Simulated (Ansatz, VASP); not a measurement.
## Two plane-wave programs on Ni

```
CELL_PARAMETERS angstrom
0.00000 1.75922 1.75922
1.75922 0.00000 1.75922
1.75922 1.75922 0.00000
ATOMIC_POSITIONS crystal
Ni 0.00000 0.00000 0.00000
```

Alike in both runs: task single point; functional PBE; k mesh 20 × 20 × 20; occupations gaussian, width 0.1 eV; collinear spin.

|  | VASP | Ansatz |
| --- | --- | --- |
| version | VASP 6.6.1 | Ansatz 0.2.0 |
| potentials or method | VASP PAW PBE potentials, release 64 (Ni), cutoff 600 eV | scalar-relativistic, plane waves, PAW |
| valence electrons in the cell | 10 | 18 |

```tsv
	VASP	Ansatz	Ansatz less VASP
gap on the k mesh at the Fermi level (eV)	none	none	-
pressure (GPa)	-0.2	0.0	+0.17
net moment per atom (μB)	0.63	0.64	+0.010
size of the moment on the site where the two differ most (μB)	0.64	0.68	+0.036
```

Site moments also hang on the region over which each program counts them. A gap of «none» marks a metal or a gap that the smearing closes. The functional is the same, so the differences come from potentials, cutoffs and numerics. VASP's potentials hold 10 valence electrons a cell and Ansatz's 18, so a difference there can come from the potentials and not from the codes.
